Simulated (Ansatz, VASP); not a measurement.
One calculation of HC4, two programs

The input INCAR:

```
SYSTEM = HC4
ALGO = Normal
DIPOL = 0.5 0.5 0.245
EDIFF = 1E-6
ENCUT = 520
GGA = PE
IDIPOL = 3
ISIF = 2
ISMEAR = 0
IVDW = 12
LASPH = .TRUE.
LCHARG = .FALSE.
LDIPOL = .TRUE.
LREAL = .FALSE.
LWAVE = .FALSE.
NBANDS = 28
NELM = 100
PREC = Accurate
SIGMA = 0.1
```

KPOINTS

```
k-points
0
G
  6 6 1
  0 0 0
```

Contents of POSCAR:

```
HC4
1.0
    4.9313048819      0.0000000000      0.0000000000
   -2.4656524409      4.2706353015      0.0000000000
    0.0000000000      0.0000000000     18.0000331942
C H
8 2
Direct
    0.3333333333      0.1666666667      0.2222236565
    0.3333333333      0.6666666667      0.2222236565
    0.8333333333      0.1666666667      0.2222236565
    0.8333333333      0.6666666667      0.2222236565
    0.1666666667      0.3333333333      0.2222218124
    0.1666666667      0.8333333333      0.2222218124
    0.6666666667      0.3333333333      0.2222218124
    0.6666666667      0.8333333333      0.2222218124
    0.1817507365      0.1666666667      0.3361123354
    0.4849159302      0.1666666667      0.3361123354
```

Input for Ansatz:

```yaml
crystal:
  lattice:
    - [4.9313048819, 0.0, 0.0]
    - [-2.4656524409, 4.2706353015, 0.0]
    - [0.0, 0.0, 18.0000331942]
  atoms:
    - { symbol: C, position: [0.3333333333, 0.1666666667, 0.2222236565] }
    - { symbol: C, position: [0.3333333333, 0.6666666667, 0.2222236565] }
    - { symbol: C, position: [0.8333333333, 0.1666666667, 0.2222236565] }
    - { symbol: C, position: [0.8333333333, 0.6666666667, 0.2222236565] }
    - { symbol: C, position: [0.1666666667, 0.3333333333, 0.2222218124] }
    - { symbol: C, position: [0.1666666667, 0.8333333333, 0.2222218124] }
    - { symbol: C, position: [0.6666666667, 0.3333333333, 0.2222218124] }
    - { symbol: C, position: [0.6666666667, 0.8333333333, 0.2222218124] }
    - { symbol: H, position: [0.1817507365, 0.1666666667, 0.3361123354] }
    - { symbol: H, position: [0.4849159302, 0.1666666667, 0.3361123354] }
basis:
  ecutwfc: 420
kpoints:
  mp_grid: { grid: [6, 6, 1] }
hamiltonian:
  xc: pbe
  pseudopotentials: { kind: paw, azcp: { folder: soft_1 } }
  dispersion: d3bj
scf:
  occupations: { method: gaussian, width: 0.1 }
output:
  forces: true
  eigenvalues: true
efield:
  axis: 3
  dipole_correction: true
  ramp_width: 0.04
```

Alike in both runs: task single point; functional PBE; dispersion D3(BJ); k mesh 6 × 6 × 1; occupations gaussian, width 0.1 eV; no spin polarisation.

```csv
,VASP,Ansatz
version,VASP 6.6.1,Ansatz 0.2.0
potentials or method,"VASP PAW PBE potentials, release 64 (C, H), cutoff 520 eV","scalar-relativistic, plane waves, PAW"
valence electrons in the cell,34,34
```

```csv
,VASP,Ansatz,Ansatz less VASP
gap on the k mesh at the Fermi level (eV),0.22,0.22,0.000
least direct gap on the mesh (eV),0.22,0.22,0.000
rms of the force components (eV/Å),1.008,1.008,-0.0005
```

Atom by atom the forces differ by 0.001 eV/Å (rms over components).
